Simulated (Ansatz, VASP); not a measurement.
## HfN: VASP beside Ansatz

```
CELL_PARAMETERS angstrom
3.13391 0.00000 0.00000
-1.56695 2.71404 0.00000
0.00000 0.00000 5.41677
ATOMIC_POSITIONS crystal
Hf 0.66667 0.33333 0.75000
Hf 0.33333 0.66667 0.25000
N 0.00000 0.00000 0.00000
N 0.00000 0.00000 0.50000
```

Alike in both runs: task relaxation of cell and atoms; functional BLYP; dispersion D3(BJ); k mesh 8 × 8 × 4; no spin polarisation.

|  | VASP | Ansatz |
| --- | --- | --- |
| version | VASP 6.6.1 | Ansatz 0.2.0 |
| potentials or method | VASP PAW PBE potentials, release 64 (Hf_pv, N), cutoff 600 eV | plane waves, PAW |
| occupations | methfessel-paxton of order 1, width 0.1 eV | cold, width 0.1 eV |
| valence electrons in the cell | 30 | 62 |

|  | VASP | Ansatz | Ansatz less VASP |
| --- | --- | --- | --- |
| relaxed volume (Å³/atom) | 11.52 | 11.58 | +0.061 |
| relaxed cell length with the largest relative difference (Å) | 5.439 | 5.450 | +0.0113 |

VASP's potentials were made for PBE, not for BLYP. VASP's potentials hold 30 valence electrons a cell and Ansatz's 62, so a difference there can come from the potentials and not from the codes.

Spin-orbit coupling is off throughout.
